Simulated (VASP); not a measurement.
Ge3Pd, 4 atoms in the cell. It takes space group Pm-3m (No. 221, cubic). Conventional cell: a = 4.169 Å, b = 4.169 Å, c = 4.169 Å, α = 90.00°, β = 90.00°, γ = 90.00°. Ge (site symmetry 4/mmm) has 8 Ge at 2.95 Å and 4 Pd at 2.95 Å within 3.9 Å. Within 3.9 Å of Pd (site symmetry m-3m) lie 12 Ge at 2.95 Å. 

- Program: VASP 6.6.1
- Task: single point
- Functional: PBE
- Potentials or basis: VASP PAW PBE potentials, release 64 (Ge_d, Pd)
- Cutoff: 500 eV
- k mesh: 6 × 6 × 6
- Occupations: methfessel-paxton, width 0.05 eV
- Spin: no spin polarisation
- Dipole correction: no
- Further INCAR settings: ALGO = Normal; EDIFF = 1e-06; NBANDS = 34

Potentials or basis: VASP PAW PBE potentials, release 64 (Ge_d, Pd).

The run is started by

```sh
$ cat potpaw_PBE.64/Ge_d/POTCAR potpaw_PBE.64/Pd/POTCAR > POTCAR
$ mpirun -np 1 vasp_std > vasp.out
```

Hardware: 1 thread of Intel(R) Xeon(R) Platinum 8259CL CPU @ 2.50GHz (Skylake/Cascade Lake), with other jobs on the host.

How long does it take, and how much memory?

Wall time 46 s on 1 thread of Intel(R) Xeon(R) Platinum 8259CL CPU @ 2.50GHz (Skylake/Cascade Lake), with other jobs on the host, peak memory 0.18 GiB. Counts: scf iterations 13, k points 20.
